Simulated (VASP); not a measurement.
# Fe3Ge (Pm-3m) in VASP: notebook

Fe3Ge is run at these levels: PBEsol; tasks: single point.

Program: VASP 6.6.1. These are calculated values, not measurements. Logs are shortened: lines on timing, memory, paths and dates and some standing lists are left out, and cuts for length are marked.

**1. The cell of the first run**

Symmetry: Pm-3m, No. 221, cubic system. The conventional cell has a = 3.661 Å, b = 3.661 Å, c = 3.661 Å, α = 90.00°, β = 90.00°, γ = 90.00°. Fe (site symmetry 4/mmm) has 8 Fe at 2.59 Å and 4 Ge at 2.59 Å within 3.4 Å. Ge (site symmetry m-3m) has 12 Fe at 2.59 Å within 3.4 Å.

**2. Single point, PBEsol, collinear spin, zero start**

INCAR reads:

```
SYSTEM = Fe3Ge
ALGO     = Normal         ! electronic algorithm
EDIFF    = 1E-6           ! SCF threshold, eV
ENCUT    = 520            ! plane-wave cutoff, eV
GGA      = PS             ! functional
ISIF     = 2              ! what is computed and relaxed
ISMEAR   = 0              ! smearing method
ISPIN    = 2              ! spin polarisation
LASPH    = .True.         ! aspherical terms in the spheres
LCHARG   = .True.         ! write CHGCAR
LELF     = .True.         ! ELF
LMAXMIX  = 4              ! l up to which the mixer works
LORBIT   = 11             ! projections on sites
LREAL    = .False.        ! projectors in reciprocal space
LVHAR    = .True.       
LWAVE    = .False.        ! write WAVECAR
MAGMOM   = 0 0 0 0        ! initial moments
NBANDS   = 31             ! bands
NELM     = 150            ! most SCF steps
NUPDOWN  = 0.0            ! fixed moment
PREC     = Accurate       ! precision mode
SIGMA    = 0.1            ! smearing width, eV
```

KPOINTS reads:

```
k-points
0
Gamma
  12 12 12
  0 0 0
```

POSCAR reads:

```
Fe3Ge
1.0
    3.6605005200      0.0000000000      0.0000000000
    0.0000000000      3.6605005200      0.0000000000
    0.0000000000      0.0000000000      3.6605005200
Fe Ge
3 1
Direct
    0.0000000000      0.5000000000      0.5000000000
    0.5000000000      0.5000000000      0.0000000000
    0.5000000000      0.0000000000      0.5000000000
    0.0000000000      0.0000000000      0.0000000000
```

Potentials or basis: VASP PAW PBE potentials, release 64 (Fe, Ge_d).

On the command line:

```bash
$ cat potpaw_PBE.64/Fe/POTCAR potpaw_PBE.64/Ge_d/POTCAR > POTCAR
$ mpirun -np 1 vasp_std > vasp.out
```

OUTCAR:

```text
SYSTEM = Fe3Ge
   EDIFF = 1E-6
   ENCUT = 520
   GGA = PS
   ISIF = 2
   ISMEAR = 0
   ISPIN = 2
   LASPH = .True.
   LORBIT = 11
   LREAL = .False.
   NELM = 150
   NUPDOWN = 0.0
   PREC = Accurate

 ion  position               nearest neighbor table
   1  0.000  0.500  0.500-   2 2.59   3 2.59   4 2.59   2 2.59   4 2.59   3 2.59   4 2.59   4 2.59
                             2 2.59   3 2.59   2 2.59   3 2.59
   2  0.500  0.500  0.000-   1 2.59   3 2.59   4 2.59   1 2.59   3 2.59   3 2.59   4 2.59   3 2.59
                             1 2.59   4 2.59   1 2.59   4 2.59
   3  0.500  0.000  0.500-   1 2.59   2 2.59   4 2.59   2 2.59   4 2.59   1 2.59   2 2.59   2 2.59
                             1 2.59   4 2.59   4 2.59   1 2.59
   4  0.000  0.000  0.000-   1 2.59   2 2.59   3 2.59   1 2.59   3 2.59   1 2.59   2 2.59   1 2.59
                             2 2.59   3 2.59   3 2.59   2 2.59

  LATTYP: Found a simple cubic cell.
 ALAT       =     3.6605005200

  Lattice vectors:

 A1 = (   3.6605005200,   0.0000000000,   0.0000000000)
 A2 = (   0.0000000000,   3.6605005200,   0.0000000000)
 A3 = (   0.0000000000,   0.0000000000,   3.6605005200)

Analysis of symmetry for initial positions (statically):
=====================================================================
 Subroutine PRICEL returns:
 Original cell was already a primitive cell.

 Routine SETGRP: Setting up the symmetry group for a
 simple cubic supercell.

 Subroutine GETGRP returns: Found 48 space group operations
 (whereof 48 operations were pure point group operations)
 out of a pool of 48 trial point group operations.

The static configuration has the point symmetry O_h .

Analysis of symmetry for dynamics (positions and initial velocities):
=====================================================================
 Subroutine PRICEL returns:
 Original cell was already a primitive cell.

 Routine SETGRP: Setting up the symmetry group for a
 simple cubic supercell.

 Subroutine GETGRP returns: Found 48 space group operations
 (whereof 48 operations were pure point group operations)
 out of a pool of 48 trial point group operations.

The dynamic configuration has the point symmetry O_h .

Analysis of structural, dynamic, and magnetic symmetry:
=====================================================================
 Subroutine PRICEL returns:
 Original cell was already a primitive cell.

 Routine SETGRP: Setting up the symmetry group for a
 simple cubic supercell.

 Subroutine GETGRP returns: Found 48 space group operations
 (whereof 48 operations were pure point group operations)
 out of a pool of 48 trial point group operations.

The overall configuration has the point symmetry O_h .

 Subroutine INISYM returns: Found 48 space group operations
 (whereof 48 operations are pure point group operations),
 and found     1 'primitive' translations

----------------------------------------------------------------------------------------

                                     Primitive cell

  volume of cell :      49.0480

  direct lattice vectors                    reciprocal lattice vectors
     3.660500520  0.000000000  0.000000000     0.273186684  0.000000000  0.000000000
     0.000000000  3.660500520  0.000000000     0.000000000  0.273186684  0.000000000
     0.000000000  0.000000000  3.660500520     0.000000000  0.000000000  0.273186684

  length of vectors
     3.660500520  3.660500520  3.660500520     0.273186684  0.273186684  0.273186684

  position of ions in fractional coordinates (direct lattice)
     0.000000000  0.500000000  0.500000000
     0.500000000  0.500000000  0.000000000
     0.500000000  0.000000000  0.500000000
     0.000000000  0.000000000  0.000000000

  ion indices of the primitive-cell ions
   primitive index   ion index
                 1           1
                 2           2
                 3           3
                 4           4

----------------------------------------------------------------------------------------

 KPOINTS: k-points

Automatic generation of k-mesh.
 Grid dimensions read from file:
 generate k-points for:   12   12   12

 Generating k-lattice:

  Cartesian coordinates                     Fractional coordinates (reciprocal lattice)
     0.022765557  0.000000000  0.000000000     0.083333333  0.000000000  0.000000000
     0.000000000  0.022765557  0.000000000     0.000000000  0.083333333  0.000000000
     0.000000000  0.000000000  0.022765557     0.000000000  0.000000000  0.083333333

  Length of vectors
     0.022765557  0.022765557  0.022765557

  Shift w.r.t. Gamma in fractional coordinates (k-lattice)
     0.000000000  0.000000000  0.000000000

 Subroutine IBZKPT returns following result:
 ===========================================

 Found     84 irreducible k-points:

 Following reciprocal coordinates:
            Coordinates               Weight
  0.000000  0.000000  0.000000      1.000000
  0.083333  0.000000  0.000000      6.000000
  0.166667  0.000000  0.000000      6.000000
  0.250000  0.000000  0.000000      6.000000
  0.333333  0.000000  0.000000      6.000000
  0.416667  0.000000  0.000000      6.000000
[... 16 lines left out ...]
  0.333333  0.333333  0.000000     12.000000
  0.416667  0.333333  0.000000     24.000000
 [... further k-points ...]
   k-points           NKPTS =     84   k-points in BZ     NKDIM =     84   number of bands    NBANDS=     31
   number of dos      NEDOS =    301   number of ions     NIONS =      4
   total plane-waves  NPLWV =  21952
   dimension x,y,z NGX =    28 NGY =   28 NGZ =   28
   dimension x,y,z NGXF=    56 NGYF=   56 NGZF=   56
   ions per type =               3   1
   NGX,Y,Z   is equivalent  to a cutoff of  12.72, 12.72, 12.72 a.u.
   NGXF,Y,Z  is equivalent  to a cutoff of  25.43, 25.43, 25.43 a.u.
 SYSTEM =  Fe3Ge
   PREC   = accura    normal or accurate (medium, high low for compatibility)
   ISTART =      0    job   : 0-new  1-cont  2-samecut
   ICHARG =      2    charge: 1-file 2-atom 10-const
   ISPIN  =      2    spin polarized calculation?
   LNONCOLLINEAR =      F non collinear calculations
   LSORBIT =      F    spin-orbit coupling
   LASPH  =      T    aspherical Exc in radial PAW
   ENCUT  =  520.0 eV  38.22 Ry    6.18 a.u.   6.81  6.81  6.81*2*pi/ulx,y,z
   NELM   =    150;   NELMIN=  2; NELMDL= -5     # of ELM steps
   EDIFF  = 0.1E-05   stopping-criterion for ELM
   LREAL  =      F    real-space projection
   EDIFFG = 0.1E-04   stopping-criterion for IOM
   NSW    =      0    number of steps for IOM
   IBRION =     -1    ionic relax: 0-MD 1-quasi-New 2-CG
   NFREE  =      0    steps in history (QN), initial steepest desc. (CG)
   ISIF   =      2    stress and relaxation
   ISYM   =      2    0-nonsym 1-usesym 2-fastsym
   POTIM  = 0.5000    time-step for ionic-motion
   TEBEG  =    0.0;   TEEND  =   0.0 temperature during run
   PSTRESS=    0.0 pullay stress
   NELECT =      38.0000    total number of electrons
   NUPDOWN=       0.0000    fix difference up-down
   EMIN   =  10.00;   EMAX   =-10.00  energy-range for DOS
   EFERMI =   0.00;   METHOD = LEGACY
   ISMEAR =     0;   SIGMA  =   0.10  broadening in eV -4-tet -1-fermi 0-gaus
   EFERMI_NEDOS =   21; number of points for ismear=-14 and -15
   IALGO  =     38    algorithm
   IMIX   =      4    mixing-type and parameters
     AMIX     =   0.40;   BMIX     =  1.00
     AMIX_MAG =   1.60;   BMIX_MAG =  1.00
  volume/ion in A,a.u.               =      12.26        82.75
  Fermi-wavevector in a.u.,A,eV,Ry     =   1.503588  2.841370 30.759742  2.260777
  Thomas-Fermi vector in A             =   2.614679
   LORBIT       =     11    0 simple, 1 ext, 2 COOP (PROOUT), +10 PAW based schemes
   GGA     = PS    functional components
   LHFCALC =     F    Hartree Fock is set to
   AEXX    =    0.0000 exact exchange contribution
   IVDW    =     0    specifies the selected vdW correction
   LEPSILON=     F    determine dielectric tensor
   LRPA    =     F    only Hartree local field effects (RPA)
 spin polarized calculation
 Gauss-broadening in eV      SIGMA  =   0.10
  energy-cutoff  :      520.00
  volume of cell :       49.05
 maximum number of plane-waves:      1357
 NGX is ok and might be reduce to    28
   NGX = 13   NGY = 13   NGZ = 13

 number of electron      38.0000022 magnetization      -0.0000000

 number of electron      38.0000022 magnetization       0.0000000

 Free energy of the ion-electron system (eV)
  ---------------------------------------------------
  ext. energy  EPLUGINS =         0.00000000
  ---------------------------------------------------
  free energy    TOTEN  =       -30.82948612 eV

  energy without entropy =      -30.76440584  energy(sigma->0) =      -30.79694598

 E-fermi :   6.5782     XC(G=0): -13.1132

 val. band max:        6.5743086960   @ k =   0.5000   0.5000   0.2500
 cond. band min:       6.5803318041   @ k =   0.4167   0.2500   0.1667
 fundamental gap:      0.0060231081
 Fermi energy:         6.5781742137

 spin component 1

 k-point     1 :       0.0000    0.0000    0.0000
  band No.  band energies     occupation
      1     -17.7286      1.00000
      2     -17.7286      1.00000
      3     -17.7215      1.00000
      4     -17.7215      1.00000
      5     -17.7215      1.00000
      6      -5.0000      1.00000
[... 805 lines left out ...]
     30      17.3284      0.00000
     31      19.4734      0.00000

 [... further k-points ...]

 spin component 2

 k-point     1 :       0.0000    0.0000    0.0000
  band No.  band energies     occupation
      1     -17.7286      1.00000
      2     -17.7286      1.00000
      3     -17.7215      1.00000
      4     -17.7215      1.00000
      5     -17.7215      1.00000
      6      -5.0001      1.00000
[... 805 lines left out ...]
     30      17.3284      0.00000
     31      19.4734      0.00000

 [... further k-points ...]

------------------------ aborting loop because EDIFF is reached ----------------------------------------

  FORCE on cell =-STRESS in cart. coord.  units (eV):
  Direction    XX          YY          ZZ          XY          YZ          ZX
  --------------------------------------------------------------------------------------
  -------------------------------------------------------------------------------------
  Total       -7.4973426     -7.4973426     -7.4973426      0.0000000     -0.0000000      0.0000000
  in kB     -244.9043617   -244.9043617   -244.9043617      0.0000000     -0.0000000      0.0000000
  external PRESSURE =    -244.9043617 kB  Pullay stress =       0.0000000 kB

 VOLUME and BASIS-vectors are now :
 -----------------------------------------------------------------------------
  energy-cutoff  :      520.00
  volume of cell :       49.05
      direct lattice vectors                 reciprocal lattice vectors
     3.660500520  0.000000000  0.000000000     0.273186684  0.000000000  0.000000000
     0.000000000  3.660500520  0.000000000     0.000000000  0.273186684  0.000000000
     0.000000000  0.000000000  3.660500520     0.000000000  0.000000000  0.273186684

 POSITION                                       TOTAL-FORCE (eV/Angst)
 -----------------------------------------------------------------------------------
      0.00000      1.83025      1.83025         0.000000      0.000000      0.000000
      1.83025      1.83025      0.00000         0.000000      0.000000      0.000000
      1.83025      0.00000      1.83025         0.000000      0.000000      0.000000
      0.00000      0.00000      0.00000         0.000000      0.000000      0.000000
 -----------------------------------------------------------------------------------
    total drift:                               -0.000000      0.000000      0.000000

  FREE ENERGIE OF THE ION-ELECTRON SYSTEM (eV)
  ---------------------------------------------------
  free  energy   TOTEN  =       -30.8294861231 eV

  energy  without entropy=      -30.7644058351  energy(sigma->0) =      -30.79694598

 total charge

# of ion       s       p       d       tot
------------------------------------------
    1        0.425   0.476   6.322   7.223
    2        0.425   0.476   6.322   7.223
    3        0.425   0.476   6.322   7.223
    4        1.056   1.256  10.113  12.425
--------------------------------------------------
tot          2.331   2.683  29.080  34.095

 magnetization (x)

# of ion       s       p       d       tot
------------------------------------------
    1        0.000   0.000  -0.000  -0.000
    2        0.000   0.000  -0.000  -0.000
    3        0.000   0.000  -0.000  -0.000
    4        0.000   0.000  -0.000   0.000
--------------------------------------------------
tot          0.000   0.000  -0.000  -0.000
```

Wall time 87 s (1 thread of Intel Xeon 6975P-C (Granite Rapids), shared host); peak memory 0.31 GiB.

What came out:

- Free energy: -30.8295 eV
- Pressure: -24.5 GPa
- Net moment: 0.00 μB per cell
- Valence electrons inside the program's atomic spheres: Fe 7.22; Ge 12.43

Caveat: the cell stands under tension; the PAW data sets were made with another functional, which shifts forces and pressure a little; the total moment is fixed, so each spin has its own Fermi level.

**3. Single point, PBEsol, collinear spin, ferromagnetic start**

INCAR reads:

```
ALGO     = Normal         # electronic algorithm
EDIFF    = 1E-6           # SCF threshold, eV
ENCUT    = 520            # plane-wave cutoff, eV
GGA      = PS             # functional
ISIF     = 2              # what is computed and relaxed
ISMEAR   = 0              # smearing method
ISPIN    = 2              # spin polarisation
LASPH    = True           # aspherical terms in the spheres
LCHARG   = False          # write CHGCAR
LMAXMIX  = 4              # l up to which the mixer works
LORBIT   = 11             # projections on sites
LREAL    = False          # projectors in reciprocal space
LWAVE    = False          # write WAVECAR
MAGMOM   = 2.44 2.44 2.44 -0.13 # initial moments
NBANDS   = 31             # bands
NELM     = 150            # most SCF steps
PREC     = Accurate       # precision mode
SIGMA    = 0.1            # smearing width, eV
```

KPOINTS reads:

```
k-points
0
Gamma
  12 12 12
```

POSCAR is that of step 2.

Potentials or basis: VASP PAW PBE potentials, release 64 (Fe, Ge_d).

On the command line:

```bash
$ cat potpaw_PBE.64/Fe/POTCAR potpaw_PBE.64/Ge_d/POTCAR > POTCAR
$ mpirun -np 1 vasp_std > vasp.out
```

Run time: 92 s. Hardware: 1 thread of Intel Xeon 6975P-C (Granite Rapids), shared host; peak memory 0.31 GiB.

The run converged. Its results:

```
Free energy                                           : -32.1304 eV
Pressure                                              : -11.2 GPa
Net moment                                            : 6.46 μB per cell
Site moments                                          : Fe +2.19; Ge -0.14 μB
Valence electrons inside the program's atomic spheres : Fe 7.21; Ge 12.46
```

Levels at points of the mesh, in eV from the Fermi level:
Spin up:
```
           k point  band 19  band 20  band 21  band 22  band 23  band 24  band 25  band 26
(0.00, 0.00, 0.00)    -1.20    -1.20    -0.72    -0.36    -0.36    -0.36     2.96     6.54
(0.50, 0.00, 0.00)    -1.86    -1.74    -1.27    -0.36     3.02     3.02     3.78     5.34
(0.50, 0.50, 0.00)    -1.83    -1.80    -1.63    -1.40     0.23     0.23     4.92     5.52
(0.50, 0.50, 0.50)    -1.89    -1.89    -0.66    -0.62    -0.62    -0.62    -0.14     4.04
```
Spin down:
| k point | band 12 | band 13 | band 14 | band 15 | band 16 | band 17 | band 18 | band 19 | band 20 | band 21 |
| --- | --- | --- | --- | --- | --- | --- | --- | --- | --- | --- |
| (0.00, 0.00, 0.00) | -2.40 | -1.14 | -1.14 | -1.14 | 0.17 | 0.17 | 0.17 | 1.28 | 1.28 | 1.44 |
| (0.50, 0.00, 0.00) | -1.71 | -1.03 | -1.03 | -0.62 | -0.34 | 0.16 | 0.16 | 0.36 | 0.38 | 1.33 |
| (0.50, 0.50, 0.00) | -1.56 | -1.56 | -0.88 | -0.88 | -0.08 | 0.17 | 0.17 | 0.21 | 0.54 | 0.60 |
| (0.50, 0.50, 0.50) | -3.35 | -0.89 | -0.89 | -0.89 | -0.42 | 0.32 | 0.32 | 0.32 | 0.60 | 0.60 |

Caveat: the cell stands under tension; the PAW data sets were made with another functional, which shifts forces and pressure a little.

**4. Single point, PBEsol, collinear spin, ferromagnetic start**

INCAR reads:

```
  ALGO = Fast
  EDIFF = 1E-6
  ENCUT = 520
  GGA = PS
  ISIF = 2
  ISMEAR = 0
  ISPIN = 2
  LASPH = True
  LCHARG = True
  LELF = True
  LMAXMIX = 4
  LORBIT = 11
  LREAL = False
  LVHAR = True
  LWAVE = False
  MAGMOM = 5 5 5 0
  NBANDS = 31
  NELM = 150
  PREC = Accurate
  SIGMA = 0.1
```

KPOINTS is that of step 3.

POSCAR is that of step 3.

On the command line:

```bash
$ cat potpaw_PBE.64/Fe/POTCAR potpaw_PBE.64/Ge_d/POTCAR > POTCAR
$ mpirun -np 1 vasp_std > vasp.out
```

Wall time 1.9 min (1 thread of Intel Xeon 6975P-C (Granite Rapids), shared host); peak memory 0.31 GiB.

Results (log left out):

| Item | Value |
| --- | --- |
| Free energy | -32.1304 eV |
| Pressure | -11.2 GPa |
| Net moment | 6.46 μB per cell |
| Site moments | Fe +2.19; Ge -0.14 μB |
| Valence electrons inside the program's atomic spheres | Fe 7.21; Ge 12.46 |

Levels at points of the mesh, in eV from the Fermi level:
Spin up:
```tsv
k point	band 19	band 20	band 21	band 22	band 23	band 24	band 25	band 26
(0.00, 0.00, 0.00)	-1.20	-1.20	-0.72	-0.36	-0.36	-0.36	2.96	6.54
(0.50, 0.00, 0.00)	-1.86	-1.74	-1.27	-0.36	3.02	3.02	3.78	5.34
(0.50, 0.50, 0.00)	-1.83	-1.80	-1.63	-1.40	0.23	0.23	4.92	5.52
(0.50, 0.50, 0.50)	-1.89	-1.89	-0.66	-0.62	-0.62	-0.62	-0.14	4.04
```
Spin down:
| k point | band 12 | band 13 | band 14 | band 15 | band 16 | band 17 | band 18 | band 19 | band 20 | band 21 |
| --- | --- | --- | --- | --- | --- | --- | --- | --- | --- | --- |
| (0.00, 0.00, 0.00) | -2.40 | -1.14 | -1.14 | -1.14 | 0.17 | 0.17 | 0.17 | 1.28 | 1.28 | 1.44 |
| (0.50, 0.00, 0.00) | -1.71 | -1.03 | -1.03 | -0.62 | -0.34 | 0.16 | 0.16 | 0.36 | 0.38 | 1.33 |
| (0.50, 0.50, 0.00) | -1.56 | -1.56 | -0.88 | -0.88 | -0.08 | 0.17 | 0.17 | 0.21 | 0.54 | 0.60 |
| (0.50, 0.50, 0.50) | -3.35 | -0.89 | -0.89 | -0.89 | -0.42 | 0.32 | 0.32 | 0.32 | 0.60 | 0.60 |

Caveat: the cell stands under tension; the PAW data sets were made with another functional, which shifts forces and pressure a little.

**5. Single point, PBEsol, collinear spin, ferromagnetic start**

INCAR reads:

```
SYSTEM = Fe3Ge
ALGO = Normal
EDIFF = 1E-6
ENCUT = 520
GGA = PS
ISIF = 2
ISMEAR = 0
ISPIN = 2
LASPH = .True.
LCHARG = .False.
LMAXMIX = 4
LORBIT = 11
LREAL = .False.
LWAVE = .False.
MAGMOM = 2.13 2.13 2.13 -0.12
NBANDS = 31
NELM = 150
NUPDOWN = 5.62
PREC = Accurate
SIGMA = 0.1
```

KPOINTS reads:

```
k-points
0
Gamma
  12 12 12
  0 0 0
```

POSCAR is that of step 4.

On the command line:

```bash
$ cat potpaw_PBE.64/Fe/POTCAR potpaw_PBE.64/Ge_d/POTCAR > POTCAR
$ mpirun -np 1 vasp_std > vasp.out
```

It took 2.8 min on 1 thread of Intel Xeon Platinum 8488C (Sapphire Rapids), shared host; peak memory 0.31 GiB.

It converged, with:

```yaml
Free_energy: -32.0138 eV
Pressure: -14.6 GPa
Net_moment: 5.62 μB per cell
Site_moments: Fe +1.92; Ge -0.13 μB
Valence_electrons_inside_the_program's_atomic_spheres: Fe 7.21; Ge 12.45
```

Caveat: the cell stands under tension; the PAW data sets were made with another functional, which shifts forces and pressure a little; the total moment is fixed, so each spin has its own Fermi level.

[end of part 1 of 2]
